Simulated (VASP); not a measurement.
CdHg5Se6, 12 atoms in the cell. The typed cell holds 12 atoms: a = 4.419 Å, b = 4.419 Å, c = 21.680 Å, α = 90.03°, β = 89.96°, γ = 119.94°. 

| Item | Value |
| --- | --- |
| Program | VASP 6.6.1 |
| Task | single point |
| Functional | PBE |
| Potentials or basis | VASP PAW PBE potentials, release 64 (Cd, Hg, Se) |
| Cutoff | 520 eV |
| k mesh | 6 × 6 × 1 |
| Occupations | gaussian, width 0.2 eV |
| Spin | no spin polarisation |
| Dipole correction | no |
| Further INCAR settings | ALGO = Normal; EDIFF = 1e-06; NBANDS = 66 |

Potentials or basis: VASP PAW PBE potentials, release 64 (Cd, Hg, Se).

Launch:

```sh
$ cat potpaw_PBE.64/Cd/POTCAR potpaw_PBE.64/Hg/POTCAR potpaw_PBE.64/Se/POTCAR > POTCAR
$ mpirun -np 1 vasp_std > vasp.out
```

Hardware: 1 thread of Intel(R) Xeon(R) Platinum 8259CL CPU @ 2.50GHz (Skylake/Cascade Lake), on a shared host.

**Question.** Estimate the wall time of this run.

**Answer.** Wall time 10 min on 1 thread of Intel(R) Xeon(R) Platinum 8259CL CPU @ 2.50GHz (Skylake/Cascade Lake) (shared host), peak memory 0.72 GiB. Counts: scf iterations 15, k points 20.
